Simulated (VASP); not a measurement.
Input of a VASP 6.6.1 run:

File INCAR:

```
PREC = Accurate ; ENCUT = 520
EDIFF = 1E-7 ; ISMEAR = -1
SIGMA = 0.02 ; LREAL = False
LASPH = True ; NELM = 100
ALGO = Normal ; ISIF = 2
LWAVE = False ; LCHARG = False
GGA = PE ; NBANDS = 26
```

KPOINTS

```
regular mesh
0
Gamma
  8 4 4
```

Contents of POSCAR:

```
Al3BP4
1.0
    3.7015257158      0.0000000000      0.0000000000
    0.0000000000      3.7241193764      5.3027528975
    0.0000000000     -3.7241193764      5.3027528975
B Al P
1 3 4
Direct
    0.0000000000     -0.0024639437     -0.0024639437
    0.5000000000     -0.0004654112      0.5015317901
    0.5000000000      0.5015317901     -0.0004654112
    0.0000000000      0.4975312401      0.4975312401
    0.5000000000      0.1071421695      0.1071421695
    0.0000000000      0.1121258851      0.6606848371
    0.0000000000      0.6606848371      0.1121258851
    0.5000000000      0.6239134330      0.6239134330
```

Potentials or basis: VASP PAW PBE potentials, release 64 (B, Al, P).

The run is started by

```bash
$ cat potpaw_PBE.64/B/POTCAR potpaw_PBE.64/Al/POTCAR potpaw_PBE.64/P/POTCAR > POTCAR
$ mpirun -np 1 vasp_std > vasp.out
```

**Question.** What does it give for the band gap on the k mesh?

**Answer.** 1.02 eV (least direct gap 1.04 eV).

**Question.** What does it give for the pressure?

**Answer.** 1.1 GPa.

**Question.** What does it give for the largest force?

**Answer.** 0.142 eV/Å.

Stress tensor (GPa, compression positive):
```
1.02 0.00 0.00
0.00 1.16 0.00
0.00 0.00 1.19
```

A k mesh can miss the band edges.
